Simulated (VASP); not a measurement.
A run of VASP 6.6.1:

INCAR

```
PREC     = Accurate       # precision mode
ENCUT    = 520            # plane-wave cutoff, eV
EDIFF    = 1E-7           # SCF threshold, eV
ISMEAR   = -1             # smearing method
SIGMA    = 0.08           # smearing width, eV
LREAL    = F              # projectors in reciprocal space
LASPH    = T              # aspherical terms in the spheres
NELM     = 100            # most SCF steps
ALGO     = Normal         # electronic algorithm
ISIF     = 2              # what is computed and relaxed
LWAVE    = F              # write WAVECAR
LCHARG   = F              # write CHGCAR
GGA      = CA             # functional
NBANDS   = 26             # bands
```

KPOINTS

```
regular mesh
0
Gamma
  6 6 11
```

The input POSCAR:

```
InSb
1.0
    5.2476427844      0.0000000000      0.0000000000
    0.0000000000      5.5953958530      0.0000000000
    0.0000000000      0.0000000000      3.0004722510
In Sb
2 2
Direct
    0.0000000000      0.0000000000      0.0000000000
    0.5000000000      0.5000000000      0.0000000000
    0.5000000000      0.0000000000      0.8350000000
    0.0000000000      0.5000000000      0.1650000000
```

Potentials or basis: VASP PAW LDA potentials, release 64 (In_d, Sb).

Command:

```bash
$ cat potpaw_LDA.64/In_d/POTCAR potpaw_LDA.64/Sb/POTCAR > POTCAR
$ mpirun -np 1 vasp_std > vasp.out
```

Hardware: 1 thread of Intel(R) Xeon(R) 6975P-C (Granite Rapids) (shared host).

Problem. Estimate the wall time of this run.

Solution. It took 68 s on 1 thread of Intel(R) Xeon(R) 6975P-C (Granite Rapids) (shared host), peak memory 0.3 GiB. Counts: scf iterations 13, k points 96.
